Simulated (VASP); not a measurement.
Here is a VASP 6.6.1 calculation.

The input INCAR:

```
PREC = Accurate
ENCUT = 520
EDIFF = 1E-6
ISMEAR = 0
SIGMA = 0.05
LREAL = F
LASPH = T
NELM = 80
ALGO = Normal
ISIF = 2
LWAVE = F
LCHARG = T
LDIPOL = T
IDIPOL = 3
DIPOL = 0.5 0.5 0.370
GGA = PE
LELF = T
LVHAR = T
LVACPOTAV = T
NBANDS = 32
```

Contents of KPOINTS:

```
Automatic mesh
0
Gamma
  6 6 1
```

File POSCAR:

```
ZnCd2Te2
1.0
    4.6794578583      0.0000000000      0.0000000000
   -2.3397289292      4.0525293813      0.0000000000
    0.0000000000      0.0000000000     20.0807280860
Te Cd Zn
2 2 1
Direct
    0.0000000000      0.0000000000      0.1991959646
    0.3333333333      0.6666666667      0.4037116126
    0.3333333333      0.6666666667      0.2467634796
    0.6666666667      0.3333333333      0.4273116019
    0.6666666667      1.0000000000      0.5727306963
```

Potentials or basis: VASP PAW PBE potentials, release 64 (Te, Cd, Zn).

Launch:

```console
$ cat potpaw_PBE.64/Te/POTCAR potpaw_PBE.64/Cd/POTCAR potpaw_PBE.64/Zn/POTCAR > POTCAR
$ mpirun -np 1 vasp_std > vasp.out
```

Question: What does it give for the largest force?

Answer: 0.431 eV/Å.

Question: Estimate the band gap on the k mesh.

Answer: Zero (filled and empty bands touch).

Forces on the atoms (eV/Å):
```
Te   0.003 -0.012  0.431
Te  -0.027 -0.096 -0.231
Cd  -0.002 -0.002 -0.409
Cd   0.036  0.001  0.202
Zn  -0.009  0.108  0.008
```

Caveat: spin-orbit coupling is left out, which moves the levels of the heavy elements.
